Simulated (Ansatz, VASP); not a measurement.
## Two plane-wave programs on Ta

INCAR

```
ALGO = Fast
EDIFF = 1E-6
ENCUT = 520
GGA = PS
ISIF = 2
ISMEAR = 0
LASPH = True
LCHARG = False
LREAL = False
LWAVE = False
NBANDS = 12
NELM = 60
PREC = Accurate
SIGMA = 0.15
```

Contents of KPOINTS:

```
k-points
0
Gamma
  20 20 20
```

POSCAR

```
Ta
1.0
   -1.6017416000      1.6017416000      1.6512800000
    1.6017416000     -1.6017416000      1.6512800000
    1.6017416000      1.6017416000     -1.6512800000
Ta
1
Direct
    0.0000000000      0.0000000000      0.0000000000
```

Input for Ansatz:

```yaml
crystal:
  lattice:
    - [-1.6017416, 1.6017416, 1.65128]
    - [1.6017416, -1.6017416, 1.65128]
    - [1.6017416, 1.6017416, -1.65128]
  atoms:
    - { symbol: Ta, position: [0.0, 0.0, 0.0] }
basis:
  ecutwfc: 420
kpoints:
  mp_grid: { grid: [20, 20, 20] }
hamiltonian:
  xc: pbesol
scf:
  occupations: { method: gaussian, width: 0.15 }
output:
  forces: true
  stress: true
  eigenvalues: true
```

Change from the starting cell: strain -0.0300 x Voigt [1, 1, 0, 0, 0, 0], atoms carried along.

Alike in both runs: task single point; functional PBEsol; k mesh 20 × 20 × 20; occupations gaussian, width 0.15 eV; no spin polarisation.

|  | VASP | Ansatz |
| --- | --- | --- |
| version | VASP 6.6.1 | Ansatz 0.2.0 |
| potentials or method | VASP PAW PBE potentials, release 64 (Ta_pv), cutoff 520 eV | scalar-relativistic, plane waves, PAW |
| valence electrons in the cell | 11 | 13 |

```tsv
	VASP	Ansatz	Ansatz less VASP
gap on the k mesh at the Fermi level (eV)	none	none	-
pressure (GPa)	9.9	9.6	-0.31
traceless stress, the component that is largest in VASP (GPa)	-2.77	-2.77	-0.005
```

VASP's potentials were made for PBE, not for PBEsol. A gap of «none» marks a metal or a gap that the smearing closes. VASP's potentials hold 11 valence electrons a cell and Ansatz's 13, so a difference there can come from the potentials and not from the codes.

Neither program's run includes spin-orbit coupling.
